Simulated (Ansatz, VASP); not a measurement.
## Sn3Se: VASP beside Ansatz

```
Sn Se
1.0
     0.00000    3.65819    3.65819
     3.65819    0.00000    3.65819
     3.65819    3.65819    0.00000
Sn Se
3 1
Cartesian
  1.8291 1.8291 1.8291
  5.4873 5.4873 5.4873
  3.6582 3.6582 3.6582
  0.0000 0.0000 0.0000
```

Alike in both runs: functional PBEsol; k mesh 10 × 10 × 10; occupations gaussian, width 0.1 eV; no spin polarisation.

Ansatz relaxed the structure, and its values are those at the end. VASP's run is a single point on that final structure, the one shown.

|  | VASP | Ansatz |
| --- | --- | --- |
| version | VASP 6.6.1 | Ansatz 0.2.0 |
| potentials or method | VASP PAW PBE potentials, release 64 (Sn_d, Se), cutoff 520 eV | scalar-relativistic, plane waves, PAW |
| valence electrons in the cell | 48 | 58 |

|  | VASP | Ansatz | Ansatz less VASP |
| --- | --- | --- | --- |
| gap on the k mesh at the Fermi level (eV) | none | none | - |
| pressure (GPa) | 0.0 | 0.0 | +0.02 |

VASP's potentials were made for PBE, not for PBEsol. A gap of «none» marks a metal or a gap that the smearing closes. VASP's potentials hold 48 valence electrons a cell and Ansatz's 58, so a difference there can come from the potentials and not from the codes.
